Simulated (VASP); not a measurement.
# HfN (Fm-3m) in VASP: vibrations by perturbation theory with PBE

Aim: the vibrations by perturbation theory of HfN with PBE.

Program: VASP 6.6.1. These are calculated values, not measurements. Logs are shortened: lines on timing, memory, paths and dates and some standing lists are left out, and cuts for length are marked.

## Step 1: The cell of the first run

It takes space group Fm-3m (No. 225, cubic). Conventional cell: a = 4.549 Å, b = 4.549 Å, c = 4.549 Å, α = 90.00°, β = 90.00°, γ = 90.00°. Hf (site symmetry m-3m) has 6 N at 2.27 Å within 3.0 Å. Within 3.0 Å of N (site symmetry m-3m) lie 6 Hf at 2.27 Å.

## Step 2: Vibrations by perturbation theory, PBE

INCAR reads:

```
PREC = Accurate
ENCUT = 520
EDIFF = 1E-8
ISMEAR = -1
SIGMA = 0.15
LREAL = False
LASPH = True
NELM = 60
ALGO = Normal
ISIF = 2
LWAVE = False
LCHARG = False
GGA = PE
NBANDS = 14
IBRION = 8
NSW = 1
```

KPOINTS reads:

```
Automatic mesh
0
Gamma
  16 16 16
```

POSCAR reads:

```
HfN
1.0
    0.0000000000      2.2743602202      2.2743602202
    2.2743602202      0.0000000000      2.2743602202
    2.2743602202      2.2743602202      0.0000000000
Hf N
1 1
Direct
    0.0000000000      0.0000000000      0.0000000000
    0.5000000000      0.5000000000      0.5000000000
```

Potentials or basis: VASP PAW PBE potentials, release 64 (Hf_pv, N).

Command:

```
$ cat potpaw_PBE.64/Hf_pv/POTCAR potpaw_PBE.64/N/POTCAR > POTCAR
$ mpirun -np 1 vasp_std > vasp.out
```

OUTCAR:

```text
PREC = Accurate
   ENCUT = 520
   EDIFF = 1E-8
   ISMEAR = -1
   LREAL = False
   LASPH = True
   NELM = 60
   ISIF = 2
   GGA = PE
   IBRION = 8
   NSW = 1

 ion  position               nearest neighbor table
   1  0.000  0.000  0.000-   2 2.27   2 2.27   2 2.27   2 2.27   2 2.27   2 2.27
   2  0.500  0.500  0.500-   1 2.27   1 2.27   1 2.27   1 2.27   1 2.27   1 2.27

  LATTYP: Found a face centered cubic cell.
 ALAT       =     4.5487204404

  Lattice vectors:

 A1 = (   0.0000000000,   2.2743602202,   2.2743602202)
 A2 = (   2.2743602202,   0.0000000000,   2.2743602202)
 A3 = (   2.2743602202,   2.2743602202,   0.0000000000)

Analysis of symmetry for initial positions (statically):
=====================================================================
 Subroutine PRICEL returns:
 Original cell was already a primitive cell.

 Routine SETGRP: Setting up the symmetry group for a
 face centered cubic supercell.

 Subroutine GETGRP returns: Found 48 space group operations
 (whereof 48 operations were pure point group operations)
 out of a pool of 48 trial point group operations.

The static configuration has the point symmetry O_h .

Analysis of symmetry for dynamics (positions and initial velocities):
=====================================================================
 Subroutine PRICEL returns:
 Original cell was already a primitive cell.

 Routine SETGRP: Setting up the symmetry group for a
 face centered cubic supercell.

 Subroutine GETGRP returns: Found 48 space group operations
 (whereof 48 operations were pure point group operations)
 out of a pool of 48 trial point group operations.

The dynamic configuration has the point symmetry O_h .

 Subroutine INISYM returns: Found 48 space group operations
 (whereof 48 operations are pure point group operations),
 and found     1 'primitive' translations

----------------------------------------------------------------------------------------

                                     Primitive cell

  volume of cell :      23.5292

  direct lattice vectors                    reciprocal lattice vectors
     0.000000000  2.274360220  2.274360220    -0.219842044  0.219842044  0.219842044
     2.274360220  0.000000000  2.274360220     0.219842044 -0.219842044  0.219842044
     2.274360220  2.274360220  0.000000000     0.219842044  0.219842044 -0.219842044

  length of vectors
     3.216431069  3.216431069  3.216431069     0.380777590  0.380777590  0.380777590

  position of ions in fractional coordinates (direct lattice)
     0.000000000  0.000000000  0.000000000
     0.500000000  0.500000000  0.500000000

  ion indices of the primitive-cell ions
   primitive index   ion index
                 1           1
                 2           2

----------------------------------------------------------------------------------------

 KPOINTS: Automatic mesh

Automatic generation of k-mesh.
 Grid dimensions read from file:
 generate k-points for:   16   16   16

 Generating k-lattice:

  Cartesian coordinates                     Fractional coordinates (reciprocal lattice)
    -0.013740128  0.013740128  0.013740128     0.062500000  0.000000000  0.000000000
     0.013740128 -0.013740128  0.013740128     0.000000000  0.062500000  0.000000000
     0.013740128  0.013740128 -0.013740128     0.000000000  0.000000000  0.062500000

  Length of vectors
     0.023798599  0.023798599  0.023798599

  Shift w.r.t. Gamma in fractional coordinates (k-lattice)
     0.000000000  0.000000000  0.000000000

[... 83 lines left out ...]
  volume of cell :       23.53
 maximum number of plane-waves:       648
   NGX = 11   NGY = 11   NGZ = 11

--------------------------------------- Ionic step        1  -------------------------------------------

 number of electron      15.0000000 magnetization

 Free energy of the ion-electron system (eV)
  ---------------------------------------------------
  ext. energy  EPLUGINS =         0.00000000
  ---------------------------------------------------
  free energy    TOTEN  =       -21.77900737 eV

  energy without entropy =      -21.73445479  energy(sigma->0) =      -21.75673108

 E-fermi :   8.2072     XC(G=0): -12.6257

 val. band max:        8.2044662472   @ k =  -0.1250   0.0625   0.0000
 cond. band min:       8.2084410724   @ k =   0.3750   0.1250   0.0000
 fundamental gap:      0.0039748251
 Fermi energy:         8.2071577810

 k-point     1 :       0.0000    0.0000    0.0000
  band No.  band energies     occupation
      1     -23.0265      2.00000
      2     -23.0265      2.00000
      3     -23.0265      2.00000
      4      -9.1854      2.00000
      5       5.2003      2.00000
      6       5.2003      2.00000
      7       5.2003      2.00000
      8       7.8694      1.80963
      9       7.8694      1.80963
     10       7.8694      1.80963
     11       9.8087      0.00005
     12      10.1248      0.00001
     13      10.1248      0.00001
     14      17.7197      0.00000
[... 377 lines left out ...]
      1     -23.1149      2.00000
      2     -23.0489      2.00000
      3     -23.0284      2.00000
      4      -8.9605      2.00000
      5       4.1944      2.00000
      6       4.5579      2.00000
      7       4.8603      2.00000
      8       8.0268      1.53781
      9       8.0396      1.50682
     10       8.4632      0.30715
     11      10.1425      0.00000
     12      10.9196      0.00000
     13      11.1293      0.00000
     14      18.4952      0.00000

 [... further k-points ...]

------------------------ aborting loop because EDIFF is reached ----------------------------------------

  FORCE on cell =-STRESS in cart. coord.  units (eV):
  Direction    XX          YY          ZZ          XY          YZ          ZX
  --------------------------------------------------------------------------------------
  -------------------------------------------------------------------------------------
  Total       -0.3427795     -0.3427795     -0.3427795      0.0000000      0.0000000      0.0000000
  in kB      -23.3409052    -23.3409052    -23.3409052      0.0000000      0.0000000      0.0000000
  external PRESSURE =     -23.3409052 kB  Pullay stress =       0.0000000 kB

 VOLUME and BASIS-vectors are now :
 -----------------------------------------------------------------------------
  energy-cutoff  :      520.00
  volume of cell :       23.53
      direct lattice vectors                 reciprocal lattice vectors
     0.000000000  2.274360220  2.274360220    -0.219842044  0.219842044  0.219842044
     2.274360220  0.000000000  2.274360220     0.219842044 -0.219842044  0.219842044
     2.274360220  2.274360220  0.000000000     0.219842044  0.219842044 -0.219842044

 POSITION                                       TOTAL-FORCE (eV/Angst)
 -----------------------------------------------------------------------------------
      0.00000      0.00000      0.00000         0.000000     -0.000000      0.000000
      2.27436      2.27436      2.27436         0.000000      0.000000     -0.000000
 -----------------------------------------------------------------------------------
    total drift:                                0.000000     -0.000000     -0.000000

  FREE ENERGIE OF THE ION-ELECTRON SYSTEM (eV)
  ---------------------------------------------------
  free  energy   TOTEN  =       -21.7790073728 eV

  energy  without entropy=      -21.7344547919  energy(sigma->0) =      -21.75673108

[... ionic steps 2 to 3 ...]

--------------------------------------- Ionic step        4  -------------------------------------------

------------------------ aborting loop because EDIFF is reached ----------------------------------------

[... ionic steps 5 to 6 ...]

--------------------------------------- Ionic step        7  -------------------------------------------

 Free energy of the ion-electron system (eV)
  ---------------------------------------------------
  ---------------------------------------------------
  free energy    TOTEN  =        -0.23354963 eV

  energy without entropy =       -0.23354963

------------------------ aborting loop because EDIFF is reached ----------------------------------------

 INTERNAL STRAIN TENSOR  FOR ION    2  DIRECTION 1   (eV/Angst):
 -----------------------------------------------------------------------------
    -0.01764 -0.00000  0.00000
    -0.00000  0.00730  0.00000
    -0.00000  0.00000  0.00730

 INTERNAL STRAIN TENSOR FOR ION    2 for displacements in x,y,z  (eV/Angst):
          X           Y           Z          XY          YZ          ZX
  --------------------------------------------------------------------------------
  x     0.00000     0.00000     0.00000     0.00000     0.00000     0.00000
  y     0.00000     0.00000     0.00000     0.00000     0.00000     0.00000
  z     0.00000     0.00000     0.00000     0.00000     0.00000     0.00000

 SECOND DERIVATIVES (NOT SYMMETRIZED)
 ------------------------------------
               1X          1Y          1Z          2X          2Y          2Z
  1X   -10.871275    0.000000    0.000000   10.871275    0.000000    0.000000
  1Y     0.000000  -10.871275    0.000000    0.000000   10.871275    0.000000
  1Z     0.000000    0.000000  -10.871275    0.000000    0.000000   10.871275
  2X    10.865477    0.000000    0.000000  -10.865477    0.000000    0.000000
  2Y     0.000000   10.865477    0.000000    0.000000  -10.865477    0.000000
  2Z     0.000000    0.000000   10.865477    0.000000    0.000000  -10.865477

 Eigenvectors and eigenvalues of the dynamical matrix
 ----------------------------------------------------

   1 f  =   14.302182 THz    89.863259 2PiTHz  477.069434 cm-1    59.149045 meV
             X         Y         Z           dx          dy          dz
      0.000000  0.000000  0.000000    -0.269763    0.000000    0.000000
      2.274360  2.274360  2.274360     0.962927    0.000000    0.000000
[... 21 lines left out ...]
   6 f/i=    0.000991 THz     0.006226 2PiTHz    0.033055 cm-1     0.004098 meV
             X         Y         Z           dx          dy          dz
      0.000000  0.000000  0.000000    -0.000000   -0.962927    0.000000
      2.274360  2.274360  2.274360     0.000000   -0.269763    0.000000

--------------------------------------------------------------------------------------------------------

 ELASTIC MODULI CONTR FROM IONIC RELAXATION (kBar)
 Direction    XX          YY          ZZ          XY          YZ          ZX
 --------------------------------------------------------------------------------
 XX           0.0000      0.0000      0.0000      0.0000      0.0000      0.0000
 YY           0.0000      0.0000      0.0000      0.0000      0.0000      0.0000
 ZZ           0.0000      0.0000      0.0000      0.0000      0.0000      0.0000
 XY           0.0000      0.0000      0.0000      0.0000      0.0000      0.0000
 YZ           0.0000      0.0000      0.0000      0.0000      0.0000      0.0000
 ZX           0.0000      0.0000      0.0000      0.0000      0.0000      0.0000
 --------------------------------------------------------------------------------
```

It took 7.8 min on 1 thread of Intel Xeon 8259CL, shared host; peak memory 0.39 GiB.

Results:

| Quantity | Value |
| --- | --- |
| Highest phonon frequency at Γ | 477 cm⁻¹ |

Phonon frequencies in cm⁻¹ (negative: imaginary):
| q point | frequencies |
| --- | --- |
| (0.000, 0.000, 0.000) | 0 0 0 477 477 477 |

Caveat: the cell stands under pressure or tension, which shifts response properties; spin-orbit coupling is left out, which moves the levels of the heavy elements.
